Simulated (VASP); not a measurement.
Runs of VASP 6.6.1 on Si. The structure is that of space group I4_1/amd (No. 141), or close to it. The cells are those of the table. 

```csv
cell,gap on the mesh (eV),pressure (GPa)
"a = 3.816, b = 3.816, c = 3.893 Å, angles 59.3, 59.3, 61.3°, 2 atoms",(a),-1.5
"a = 3.733, b = 3.733, c = 4.311 Å, angles 54.7, 54.7, 70.5°, 2 atoms",none,-6.0
"a = 4.190, b = 4.190, c = 3.421 Å, angles 65.9, 65.9, 48.2°, 2 atoms",none,-4.6
"a = 3.794, b = 3.794, c = 3.948 Å, angles 58.6, 58.6, 62.7°, 2 atoms",none,-1.7
"a = 3.992, b = 3.992, c = 3.614 Å, angles 63.1, 63.1, 53.8°, 2 atoms",none,-2.5
"a = 3.911, b = 3.911, c = 3.720 Å, angles 61.6, 61.6, 56.8°, 2 atoms",none,-1.7
"a = 3.762, b = 3.762, c = 4.054 Å, angles 57.4, 57.4, 65.2°, 2 atoms",none,(b)
```

Alike in all rows: task single point; level LDA; potentials or basis VASP PAW LDA potentials, release 64 (Si); no spin polarisation; k mesh 10 × 10 × 10; cutoff (eV) 520; smearing gaussian 0.05 eV.

Task: Estimate the missing entries.

Result: (a) 0.05; (b) -2.6.

A k mesh can miss the band edges.

A gap of «none» marks levels without a gap at the run's occupations.
